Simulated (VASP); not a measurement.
A run of VASP 6.6.1 is set up as follows.

INCAR

```
SYSTEM = CoIrC4N4
  PREC = Accurate
  ENCUT = 600
  EDIFF = 1E-6
  ISMEAR = 0
  SIGMA = 0.1
  LREAL = .False.
  LASPH = .True.
  NELM = 200
  ALGO = Normal
  ISIF = 2
  LWAVE = .False.
  LCHARG = .False.
  ISPIN = 2
  MAGMOM = -3 1 0 0 0 0 0 0 0 0
  LORBIT = 11
  LMAXMIX = 4
  GGA = PE
  NBANDS = 42
  GGA_COMPAT = .False.
```

KPOINTS

```
regular mesh
0
Gamma
  4 4 4
  0 0 0
```

POSCAR

```
CoIrC4N4
1.0
    5.8826218900      0.0000000000      0.0000000000
    0.0000000000      5.8826218900      0.0000000000
    0.0000000000      0.0000000000      5.8826218900
Co Ir C N
1 1 4 4
Direct
    0.5000000000      0.5000000000      0.5000000000
    0.0000000000      0.0000000000      0.0000000000
    0.1881440800      0.1881440800      0.1881440800
    0.1881440800      0.8118559200      0.8118559200
    0.8118559200      0.1881440800      0.8118559200
    0.8118559200      0.8118559200      0.1881440800
    0.3029738000      0.3029738000      0.3029738000
    0.3029738000      0.6970262000      0.6970262000
    0.6970262000      0.3029738000      0.6970262000
    0.6970262000      0.6970262000      0.3029738000
```

Potentials or basis: VASP PAW PBE potentials, release 64 (Co, Ir, C, N).

The run is started by

```sh
$ cat potpaw_PBE.64/Co/POTCAR potpaw_PBE.64/Ir/POTCAR potpaw_PBE.64/C/POTCAR potpaw_PBE.64/N/POTCAR > POTCAR
$ mpirun -np 1 vasp_std > vasp.out
```

(1) Predict the band gap on the k mesh.

(2) Estimate the site moments.

Answers

(1) 0.08 eV (least direct gap 0.39 eV).

(2) Co -2.33; Ir +1.20; C +0.02; N +0.10 μB.

Caveat: spin-orbit coupling is left out, which moves the levels of the heavy elements; forces of over 1 eV/Å act on the atoms, so gaps and moduli don't describe the material at rest.
